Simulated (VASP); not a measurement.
## Ni3Ge: single point with PBEsol

The system is Ni3Ge.

```
CELL_PARAMETERS angstrom
3.52491 -0.07050 0.00000
-0.07050 3.52491 0.00000
0.00000 0.00000 3.52491
ATOMIC_POSITIONS crystal
Ni 0.50000 0.00000 0.50000
Ni 0.00000 0.50000 0.50000
Ni 0.50000 0.50000 0.00000
Ge 0.00000 0.00000 0.00000
```

This cell differs from its parent crystal: strain -0.0400 x Voigt [0, 0, 0, 0, 0, 1].

- Program: VASP 6.6.1
- Task: single point
- Functional: PBEsol
- Potentials or basis: VASP PAW PBE potentials, release 64 (Ni, Ge_d)
- Cutoff: 520 eV
- k mesh: 14 × 14 × 14
- Occupations: gaussian, width 0.15 eV
- Spin: no spin polarisation

- Pressure: 0.6 GPa
- Band gap on the k mesh: zero (bands 22 and 23 overlap by 0.27 eV)

Stress tensor (GPa, compression positive):
```
0.85 4.88 0.00
4.88 0.85 0.00
0.00 0.00 0.18
```

Levels at points of the mesh, in eV from the Fermi level:
```
           k point  band 18  band 19  band 20  band 21  band 22  band 23  band 24  band 25  band 26  band 27
(0.00, 0.00, 0.00)    -0.89    -0.60    -0.60    -0.32    -0.01     0.02     0.02     4.00     6.90     6.92
(0.50, 0.00, 0.00)    -1.33    -1.27    -1.17    -0.56     0.01     3.60     3.63     4.56     5.77     5.87
(0.50, 0.50, 0.00)    -1.29    -1.23    -1.15    -0.96    -0.94     0.48     0.77     5.72     6.47     8.45
(0.00, 0.00, 0.50)    -1.27    -1.22    -1.16    -0.55     0.01     3.47     3.78     4.72     5.68     5.89
(0.50, 0.00, 0.50)    -1.43    -1.23    -1.13    -0.96    -0.96     0.62     0.62     5.70     6.41     8.62
(0.50, 0.50, 0.50)    -1.24    -1.18    -1.18    -0.53    -0.29    -0.22    -0.16     0.70     3.95     4.24
```

Run time: 5.8 min on 1 thread of Intel(R) Xeon(R) 6975P-C (Granite Rapids), with other jobs on the host, peak memory 0.57 GiB.

Caveat: the cell differs from its parent crystal (strain -0.0400 x Voigt [0, 0, 0, 0, 0, 1]); the PAW data sets were made with another functional, which shifts forces and pressure a little. Spin polarisation is off, so any magnetic state and its effect on volume and gap are missing.
